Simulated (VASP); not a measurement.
PtS2:

```xyz
3
Lattice="3.5432 0.0000 0.0000 -1.7716 3.0685 0.0000 0.0000 0.0000 5.0388" Properties=species:S:1:pos:R:3 pbc="T T T"
Pt    0.0000    0.0000    0.0000
S     0.0000    2.0457    1.2597
S     1.7716    1.0228    3.7791
```

| Quantity | Value |
| --- | --- |
| Program | VASP 6.6.1 |
| Task | relaxation of the atoms |
| Functional | PBE |
| Potentials or basis | VASP PAW PBE potentials, release 64 (Pt, S) |
| Cutoff | 520 eV |
| k mesh | 9 × 9 × 6 |
| Occupations | fermi-dirac, width 0.02 eV |
| Spin | no spin polarisation |

At the start: pressure 1.9 GPa; volume 18.26 Å³/atom.

Problem. How do energy, volume and symmetry change on relaxing?

Solution. Over 3 steps the energy falls by 3.6 meV/atom; space group P-3m1 (No. 164, to 0.1 Å) before and after.

The path:
| step | energy change (eV) | largest force (eV/Å) | pressure (GPa) |
| --- | --- | --- | --- |
| 1 | 0.0000 | 0.3675 | 1.93 |
| 2 | -0.0091 | 0.1438 | 3.18 |
| 3 | -0.0107 | 0.0047 | 3.97 |

Final structure:
```
Pt S
1.0
     3.54320    0.00000    0.00000
    -1.77160    3.06850    0.00000
     0.00000    0.00000    5.03880
Pt S
1 2
Direct
  0.00000 0.00000 0.00000
  0.33333 0.66667 0.24435
  0.66667 0.33333 0.75565
```
